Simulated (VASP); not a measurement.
The system is YGaF4.

```
Y Ga F
1.0
     3.38562    0.00000    0.00000
    -1.69281    2.93204    0.00000
     0.00000    0.00000    7.31295
Y Ga F
1 1 4
Direct
  0.00000 0.00000 0.50000
  0.00000 0.00000 0.00000
  0.33333 0.66667 0.25000
  0.33333 0.66667 0.75000
  0.66667 0.33333 0.25000
  0.66667 0.33333 0.75000
```

```yaml
Program: VASP 6.6.1
Task: relaxation of cell and atoms
Functional: PBE
Potentials_or_basis: VASP PAW PBE potentials, release 64 (Y_sv, Ga_d, F)
Cutoff: 600 eV
k_mesh: 6 × 6 × 4
Occupations: gaussian, width 0.1 eV
Spin: no spin polarisation
```

At the start: pressure 22.5 GPa; volume 12.10 Å³/atom.

Task: Where does the relaxation end?

Result: Over 11 steps the energy falls by 1266.9 meV/atom and the volume is 13.57 Å³/atom (+12.2 %); space group P6/mmm (No. 191, to 0.05 Å).

Step by step:
| step | energy change (eV) | largest force (eV/Å) | pressure (GPa) | volume (Å³) |
| --- | --- | --- | --- | --- |
| 1 | 0.0000 | 2.5525 | 22.46 | 72.59 |
| 2 | -6.5984 | 1.4092 | -10.75 | 88.67 |
| 3 | -6.5904 | 1.4711 | -10.18 | 88.27 |
| 4 | -7.3245 | 0.6110 | -2.37 | 78.67 |
| 5 | -7.3369 | 0.4102 | -0.53 | 77.18 |
| 6 | -7.4502 | 0.3826 | 2.76 | 75.96 |
| 7 | -7.4610 | 0.3664 | 4.34 | 75.41 |
| 8 | -7.5513 | 0.2844 | 1.85 | 78.13 |
| 9 | -7.5938 | 0.1826 | -0.72 | 81.61 |
| 10 | -7.5941 | 0.1757 | -0.88 | 81.86 |
| 11 | -7.6015 | 0.0040 | -0.02 | 81.44 |

Final structure:
```yaml
crystal:
  lattice:
    - [3.87528, 0.00000, 0.00000]
    - [-1.93764, 3.35609, 0.00000]
    - [0.00000, 0.00000, 6.26156]
  atoms:
    - { symbol: Y, position: [0.00000, 0.00000, 0.50000] }
    - { symbol: Ga, position: [0.00000, 0.00000, 0.00000] }
    - { symbol: F, position: [0.33333, 0.66667, 0.30391] }
    - { symbol: F, position: [0.33333, 0.66667, 0.69609] }
    - { symbol: F, position: [0.66667, 0.33333, 0.30391] }
    - { symbol: F, position: [0.66667, 0.33333, 0.69609] }
```
